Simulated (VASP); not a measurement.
Here is a VASP 6.6.1 calculation.

The input POSCAR:

```
KCl
1.0
    3.8391960000      0.0000000000      0.0000000000
    0.0000000000      3.8391960000      0.0000000000
    0.0000000000      0.0000000000      3.8391960000
K Cl
1 1
Direct
    0.0000000000      0.0000000000      0.0000000000
    0.5000000000      0.5000000000      0.5000000000
```

File INCAR.step1:

```
ALGO     = Normal         # electronic algorithm
EDIFF    = 1E-5           # SCF threshold, eV
ENCUT    = 520            # plane-wave cutoff, eV
GGA      = PE             # functional
ISIF     = 2              # what is computed and relaxed
ISMEAR   = -1             # smearing method
LASPH    = True           # aspherical terms in the spheres
LCHARG   = False          # write CHGCAR
LREAL    = False          # projectors in reciprocal space
LWAVE    = True           # write WAVECAR
NBANDS   = 15             # bands
NELM     = 80             # most SCF steps
PREC     = Accurate       # precision mode
SIGMA    = 0.05           # smearing width, eV
```

Contents of INCAR.step2:

```
ALGO     = Normal         # electronic algorithm
EDIFF    = 1E-6           # SCF threshold, eV
ENCUT    = 520            # plane-wave cutoff, eV
GGA      = PE             # functional
HFSCREEN = 0.2079         # screening, 1/A
ISIF     = 2              # what is computed and relaxed
ISMEAR   = -1             # smearing method
ISTART   = 1            
LASPH    = True           # aspherical terms in the spheres
LCHARG   = False          # write CHGCAR
LHFCALC  = True           # exact exchange
LREAL    = False          # projectors in reciprocal space
LWAVE    = False          # write WAVECAR
NBANDS   = 15             # bands
NELM     = 80             # most SCF steps
PREC     = Accurate       # precision mode
PRECFOCK = Normal       
SIGMA    = 0.05           # smearing width, eV
```

File KPOINTS:

```
k-points
0
Gamma
  4 4 4
```

Potentials or basis: VASP PAW PBE potentials, release 64 (K_sv, Cl).

Run with:

```bash
$ cat potpaw_PBE.64/K_sv/POTCAR potpaw_PBE.64/Cl/POTCAR > POTCAR
$ cp INCAR.step1 INCAR
$ mpirun -np 1 vasp_std > vasp.out
$ cp INCAR.step2 INCAR
$ mpirun -np 1 vasp_std > vasp.out
```

Predict the pressure.

-0.4 GPa.

Estimate the band gap on the k mesh.

6.12 eV (least direct gap 6.33 eV).

Caveat: the PAW data sets were made with another functional, which shifts forces and pressure a little. A k mesh can miss the band edges.
